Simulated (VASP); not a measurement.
# AlN (Cm) in VASP: a series of runs

The runs below take AlN through single point, with PBE.

Program: VASP 6.6.1. These are calculated values, not measurements. Logs are shortened: lines on timing, memory, paths and dates and some standing lists are left out, and cuts for length are marked.

## 1. The cell of the first run

Symmetry: Cm, No. 8, monoclinic system. The conventional cell has a = 5.350 Å, b = 3.089 Å, c = 3.089 Å, α = 90.00°, β = 125.26°, γ = 90.00°. Within 1.9 Å of Al (site symmetry m) lie 1 N at 1.40 Å. N (site symmetry m) has 1 Al at 1.40 Å within 1.9 Å.

## 2. Single point, PBE (atom 1 (Al) moved by (-0.450, -0.225) A along [1 1 0] and z)

Contents of INCAR:

```
PREC = Accurate
ENCUT = 520
EDIFF = 1E-6
ISMEAR = 0
SIGMA = 0.05
LREAL = False
LASPH = True
NELM = 80
ALGO = Normal
ISIF = 2
LWAVE = False
LCHARG = True
GGA = PE
LELF = True
LVHAR = True
NBANDS = 11
```

Contents of KPOINTS:

```
regular mesh
0
Gamma
  10 10 10
```

Contents of POSCAR:

```
AlN
1.0
    0.0000000000      2.1839935596      2.1839935596
    2.1839935596      0.0000000000      2.1839935596
    2.1839935596      2.1839935596      0.0000000000
Al N
1 1
Direct
   -0.0515111409     -0.0515111409     -0.0941843673
    0.7500000000      0.7500000000      0.7500000000
```

Potentials or basis: VASP PAW PBE potentials, release 64 (Al, N).

On the command line:

```bash
cat potpaw_PBE.64/Al/POTCAR potpaw_PBE.64/N/POTCAR > POTCAR
mpirun -np 1 vasp_std > vasp.out
```

OUTCAR:

```text
PREC = Accurate
   ENCUT = 520
   EDIFF = 1E-6
   ISMEAR = 0
   LREAL = False
   LASPH = True
   NELM = 80
   ISIF = 2
   GGA = PE

 ion  position               nearest neighbor table
   1  0.948  0.948  0.906-   2 1.40   2 2.08   2 2.08   2 2.17
   2  0.750  0.750  0.750-   1 1.40   1 2.08   1 2.08   1 2.17

  LATTYP: Found a face centered cubic cell.
 ALAT       =     4.3679871192

  Lattice vectors:

 A1 = (   0.0000000000,   2.1839935596,   2.1839935596)
 A2 = (   2.1839935596,   0.0000000000,   2.1839935596)
 A3 = (   2.1839935596,   2.1839935596,   0.0000000000)

Analysis of symmetry for initial positions (statically):
=====================================================================
 Subroutine PRICEL returns:
 Original cell was already a primitive cell.

 Routine SETGRP: Setting up the symmetry group for a
 face centered cubic supercell.

 Subroutine GETGRP returns: Found  2 space group operations
 (whereof  2 operations were pure point group operations)
 out of a pool of 48 trial point group operations.

The static configuration has the point symmetry C_1h.

Analysis of symmetry for dynamics (positions and initial velocities):
=====================================================================
 Subroutine PRICEL returns:
 Original cell was already a primitive cell.

 Routine SETGRP: Setting up the symmetry group for a
 face centered cubic supercell.

 Subroutine GETGRP returns: Found  2 space group operations
 (whereof  2 operations were pure point group operations)
 out of a pool of 48 trial point group operations.

The dynamic configuration has the point symmetry C_1h.

 Subroutine INISYM returns: Found  2 space group operations
 (whereof  2 operations are pure point group operations),
 and found     1 'primitive' translations

----------------------------------------------------------------------------------------

                                     Primitive cell

  volume of cell :      20.8345

  direct lattice vectors                    reciprocal lattice vectors
     0.000000000  2.183993560  2.183993560    -0.228938404  0.228938404  0.228938404
     2.183993560  0.000000000  2.183993560     0.228938404 -0.228938404  0.228938404
     2.183993560  2.183993560  0.000000000     0.228938404  0.228938404 -0.228938404

  length of vectors
     3.088633312  3.088633312  3.088633312     0.396532948  0.396532948  0.396532948

  position of ions in fractional coordinates (direct lattice)
     0.948488859  0.948488859  0.905815633
     0.750000000  0.750000000  0.750000000

  ion indices of the primitive-cell ions
   primitive index   ion index
                 1           1
                 2           2

----------------------------------------------------------------------------------------

 KPOINTS: regular mesh

Automatic generation of k-mesh.
 Grid dimensions read from file:
 generate k-points for:   10   10   10

 Generating k-lattice:

  Cartesian coordinates                     Fractional coordinates (reciprocal lattice)
    -0.022893840  0.022893840  0.022893840     0.100000000  0.000000000  0.000000000
     0.022893840 -0.022893840  0.022893840     0.000000000  0.100000000  0.000000000
     0.022893840  0.022893840 -0.022893840     0.000000000  0.000000000  0.100000000

  Length of vectors
     0.039653295  0.039653295  0.039653295

  Shift w.r.t. Gamma in fractional coordinates (k-lattice)
     0.000000000  0.000000000  0.000000000

 Subroutine IBZKPT returns following result:
 ===========================================

 Found    282 irreducible k-points:

 Following reciprocal coordinates:
            Coordinates               Weight
  0.000000  0.000000  0.000000      1.000000
  0.100000  0.000000  0.000000      4.000000
  0.000000  0.000000  0.100000      2.000000
  0.100000  0.100000  0.100000      2.000000
  0.200000  0.000000  0.000000      4.000000
  0.000000  0.000000  0.200000      2.000000
[... 16 lines left out ...]
  0.200000  0.100000  0.200000      4.000000
  0.100000 -0.100000 -0.100000      4.000000
 [... further k-points ...]
   k-points           NKPTS =    282   k-points in BZ     NKDIM =    282   number of bands    NBANDS=     11
   number of dos      NEDOS =    301   number of ions     NIONS =      2
   total plane-waves  NPLWV =  13824
   dimension x,y,z NGX =    24 NGY =   24 NGZ =   24
   dimension x,y,z NGXF=    48 NGYF=   48 NGZF=   48
   ions per type =               1   1
   NGX,Y,Z   is equivalent  to a cutoff of  12.92, 12.92, 12.92 a.u.
   NGXF,Y,Z  is equivalent  to a cutoff of  25.84, 25.84, 25.84 a.u.
 SYSTEM =  unknown system
   PREC   = accura    normal or accurate (medium, high low for compatibility)
   ISTART =      0    job   : 0-new  1-cont  2-samecut
   ICHARG =      2    charge: 1-file 2-atom 10-const
   ISPIN  =      1    spin polarized calculation?
   LNONCOLLINEAR =      F non collinear calculations
   LSORBIT =      F    spin-orbit coupling
   LASPH  =      T    aspherical Exc in radial PAW
   ENCUT  =  520.0 eV  38.22 Ry    6.18 a.u.   5.74  5.74  5.74*2*pi/ulx,y,z
   NELM   =     80;   NELMIN=  2; NELMDL= -5     # of ELM steps
   EDIFF  = 0.1E-05   stopping-criterion for ELM
   LREAL  =      F    real-space projection
   EDIFFG = 0.1E-04   stopping-criterion for IOM
   NSW    =      0    number of steps for IOM
   IBRION =     -1    ionic relax: 0-MD 1-quasi-New 2-CG
   NFREE  =      0    steps in history (QN), initial steepest desc. (CG)
   ISIF   =      2    stress and relaxation
   ISYM   =      2    0-nonsym 1-usesym 2-fastsym
   POTIM  = 0.5000    time-step for ionic-motion
   TEBEG  =    0.0;   TEEND  =   0.0 temperature during run
   PSTRESS=    0.0 pullay stress
   NELECT =       8.0000    total number of electrons
   NUPDOWN=      -1.0000    fix difference up-down
   EMIN   =  10.00;   EMAX   =-10.00  energy-range for DOS
   EFERMI =   0.00;   METHOD = LEGACY
   ISMEAR =     0;   SIGMA  =   0.05  broadening in eV -4-tet -1-fermi 0-gaus
   EFERMI_NEDOS =   21; number of points for ismear=-14 and -15
   IALGO  =     38    algorithm
   IMIX   =      4    mixing-type and parameters
     AMIX     =   0.40;   BMIX     =  1.00
     AMIX_MAG =   1.60;   BMIX_MAG =  1.00
  volume/ion in A,a.u.               =      10.42        70.30
  Fermi-wavevector in a.u.,A,eV,Ry     =   1.189899  2.248583 19.263943  1.415860
  Thomas-Fermi vector in A             =   2.325996
   LORBIT       =      0    0 simple, 1 ext, 2 COOP (PROOUT), +10 PAW based schemes
   GGA     = PE    functional components
   LHFCALC =     F    Hartree Fock is set to
   AEXX    =    0.0000 exact exchange contribution
   IVDW    =     0    specifies the selected vdW correction
   LEPSILON=     F    determine dielectric tensor
   LRPA    =     F    only Hartree local field effects (RPA)
 non-spin polarized calculation
 Gauss-broadening in eV      SIGMA  =   0.05
  energy-cutoff  :      520.00
  volume of cell :       20.83
 maximum number of plane-waves:       571
   NGX = 11   NGY = 11   NGZ = 11

 number of electron       8.0000000 magnetization

 Free energy of the ion-electron system (eV)
  ---------------------------------------------------
  ext. energy  EPLUGINS =         0.00000000
  ---------------------------------------------------
  free energy    TOTEN  =       -10.54838655 eV

  energy without entropy =      -10.54838655  energy(sigma->0) =      -10.54838655

 E-fermi :   6.5135     XC(G=0): -10.8660

 val. band max:        6.2725285351   @ k =   0.0000   0.0000   0.0000
 cond. band min:       9.1439972431   @ k =   0.5000   0.5000   0.0000
 fundamental gap:      2.8714687080
 Fermi energy:         6.5135236590

 k-point     1 :       0.0000    0.0000    0.0000
  band No.  band energies     occupation
      1      -9.0634      2.00000
      2       4.7504      2.00000
      3       6.0463      2.00000
      4       6.2725      2.00000
      5       9.7265      0.00000
      6      18.3979      0.00000
      7      18.4354      0.00000
      8      19.1476      0.00000
      9      22.8102      0.00000
     10      22.8666      0.00000
     11      25.2895      0.00000

 k-point     2 :       0.1000    0.0000    0.0000
  band No.  band energies     occupation
      1      -8.9220      2.00000
      2       4.4365      2.00000
      3       5.6332      2.00000
      4       6.1818      2.00000
      5      10.3285      0.00000
      6      17.3910      0.00000
      7      18.3862      0.00000
      8      19.8532      0.00000
      9      22.2811      0.00000
     10      22.4726      0.00000
     11      24.4487      0.00000

 k-point     3 :       0.0000    0.0000    0.1000
  band No.  band energies     occupation
      1      -8.9235      2.00000
      2       4.4944      2.00000
      3       5.7144      2.00000
      4       5.9942      2.00000
      5      10.3778      0.00000
      6      17.4994      0.00000
      7      18.3282      0.00000
      8      19.7183      0.00000
      9      22.4565      0.00000
     10      22.4613      0.00000
     11      24.2777      0.00000

 k-point     4 :       0.1000    0.1000    0.1000
  band No.  band energies     occupation
      1      -8.9172      2.00000
      2       4.1873      2.00000
      3       6.0052      2.00000
      4       6.2179      2.00000
      5      10.1667      0.00000
      6      18.3467      0.00000
      7      18.6783      0.00000
      8      18.8037      0.00000
      9      21.6666      0.00000
     10      21.7873      0.00000
     11      25.2347      0.00000
[... 239 lines left out ...]
 k-point    22 :       0.1000    0.1000   -0.1000
  band No.  band energies     occupation
      1      -8.5652      2.00000
      2       3.7509      2.00000
      3       5.1701      2.00000
      4       5.6489      2.00000
      5      11.4440      0.00000
      6      16.0753      0.00000
      7      18.3734      0.00000
      8      18.7606      0.00000
      9      21.7489      0.00000
     10      24.4228      0.00000
     11      24.6480      0.00000

 k-point    23 :       0.2000    0.1000    0.2000
  band No.  band energies     occupation
      1      -8.5495      2.00000
      2       3.3143      2.00000
      3       5.6951      2.00000
      4       5.8409      2.00000
      5      11.1263      0.00000
      6      16.9859      0.00000
      7      18.8129      0.00000
      8      19.1719      0.00000
      9      19.4505      0.00000
     10      22.6666      0.00000
     11      25.7589      0.00000

 k-point    24 :       0.1000   -0.1000   -0.1000
  band No.  band energies     occupation
      1      -8.5629      2.00000
      2       3.6782      2.00000
      3       5.1041      2.00000
      4       5.8058      2.00000
      5      11.4249      0.00000
      6      16.0606      0.00000
      7      18.4248      0.00000
      8      18.8656      0.00000
      9      21.6791      0.00000
     10      24.1868      0.00000
     11      24.9104      0.00000

 [... further k-points ...]
[... 5 lines left out ...]
  --------------------------------------------------------------------------------------
  -------------------------------------------------------------------------------------
  Total        8.0736349      8.0736349     10.8280868      9.2015761     10.1514119     10.1514119
  in kB      620.8627888    620.8627888    832.6802328    707.6015053    780.6439112    780.6439124
  external PRESSURE =     691.4686035 kB  Pullay stress =       0.0000000 kB

 VOLUME and BASIS-vectors are now :
 -----------------------------------------------------------------------------
  energy-cutoff  :      520.00
  volume of cell :       20.83
      direct lattice vectors                 reciprocal lattice vectors
     0.000000000  2.183993560  2.183993560    -0.228938404  0.228938404  0.228938404
     2.183993560  0.000000000  2.183993560     0.228938404 -0.228938404  0.228938404
     2.183993560  2.183993560  0.000000000     0.228938404  0.228938404 -0.228938404

 POSITION                                       TOTAL-FORCE (eV/Angst)
 -----------------------------------------------------------------------------------
      4.04979      4.04979      4.14299        14.304713     14.304713     15.639183
      3.27599      3.27599      3.27599       -14.304713    -14.304713    -15.639183
 -----------------------------------------------------------------------------------
    total drift:                                0.000007      0.000007     -0.000029

  FREE ENERGIE OF THE ION-ELECTRON SYSTEM (eV)
  ---------------------------------------------------
  free  energy   TOTEN  =       -10.5483865521 eV

  energy  without entropy=      -10.5483865521  energy(sigma->0) =      -10.54838655
```

Wall time 24 s (1 thread of Intel Xeon 6975P-C (Granite Rapids), shared host); peak memory 0.18 GiB.

What came out:

| Quantity | Value |
| --- | --- |
| Free energy | -10.5484 eV |
| Pressure | 69.1 GPa |
| Largest force | 25.570 eV/Å |
| Band gap on the k mesh | 2.87 eV, indirect (least direct gap 3.45 eV) |

Forces in eV/Å, atoms in the order of the input:
```
Al   14.305  14.305  15.639
N   -14.305 -14.305 -15.639
```

Stress tensor (GPa, compression positive):
```
62.09 70.76 78.06
70.76 62.09 78.06
78.06 78.06 83.27
```

Caveat: the cell differs from its parent crystal (atom 1 (Al) moved by (-0.450, -0.225) A along [1 1 0] and z); forces of over 1 eV/Å act on the atoms, so gaps and moduli don't describe the material at rest.

(Continued in part 2 of 3.)
